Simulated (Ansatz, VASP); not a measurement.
## Cl in VASP and in Ansatz

INCAR

```
PREC = Accurate ; ENCUT = 520
EDIFF = 1E-7 ; ISMEAR = -1
SIGMA = 0.05 ; LREAL = False
LASPH = True ; NELM = 60
ALGO = Normal ; ISIF = 2
LWAVE = False ; LCHARG = False
GGA = PS ; NBANDS = 22
```

File KPOINTS:

```
regular mesh
0
Gamma
  7 7 4
```

POSCAR

```
Cl
1.0
    3.0807983119     -2.2040687446      0.0000000000
    3.0807983119      2.2040687446      0.0000000000
    0.0000000000      0.0000000000      8.0424019526
Cl
4
Direct
    0.3700000000      0.6300000000      0.4000000000
    0.1300000000      0.8700000000      0.9000000000
    0.6300000000      0.3700000000      0.6000000000
    0.8700000000      0.1300000000      0.1000000000
```

input.yaml

```yaml
crystal:
  lattice:
    - [3.0807983119, -2.2040687446, 0.0]
    - [3.0807983119, 2.2040687446, 0.0]
    - [0.0, 0.0, 8.0424019526]
  atoms:
    - { symbol: Cl, position: [0.37, 0.63, 0.4] }
    - { symbol: Cl, position: [0.13, 0.87, 0.9] }
    - { symbol: Cl, position: [0.63, 0.37, 0.6] }
    - { symbol: Cl, position: [0.87, 0.13, 0.1] }
kpoints:
  mp_grid: { grid: [7, 7, 4] }
scf:
  occupations: { method: fermi_dirac, width: 0.05 }
hamiltonian:
  xc: pbesol
  pseudopotentials: { kind: all_electron, lapw: { basis_error: 0.002 } }
output:
  forces: true
  stress: true
  eigenvalues: true
```

Change from the starting cell: volume scaled by 0.94.

Alike in both runs: task single point; functional PBEsol; k mesh 7 × 7 × 4; occupations fermi-dirac, width 0.05 eV; no spin polarisation.

|  | VASP | Ansatz |
| --- | --- | --- |
| version | VASP 6.6.1 | Ansatz 0.2.0 |
| potentials or method | VASP PAW PBE potentials, release 64 (Cl), cutoff 520 eV | all-electron LAPW, scalar-relativistic |

VASP gave:

| Item | Value |
| --- | --- |
| gap on the k mesh at the Fermi level (eV) | 2.71 |
| least direct gap on the mesh (eV) | 2.77 |
| pressure (GPa) | 0.6 |
| traceless stress, the component that is largest in VASP (GPa) | 0.44 |
| rms of the force components (eV/Å) | 0.273 |

Task: What did Ansatz give for the same quantities?

Result: gap on the k mesh at the Fermi level (eV): 2.66; least direct gap on the mesh (eV): 2.73; pressure (GPa): 1.0; traceless stress, the component that is largest in VASP (GPa): 0.77; rms of the force components (eV/Å): 0.377.

VASP's potentials were made for PBE, not for PBEsol. Atom by atom the forces differ by 0.106 eV/Å (rms over components). Ansatz ran all-electron here, and VASP with PAW potentials.
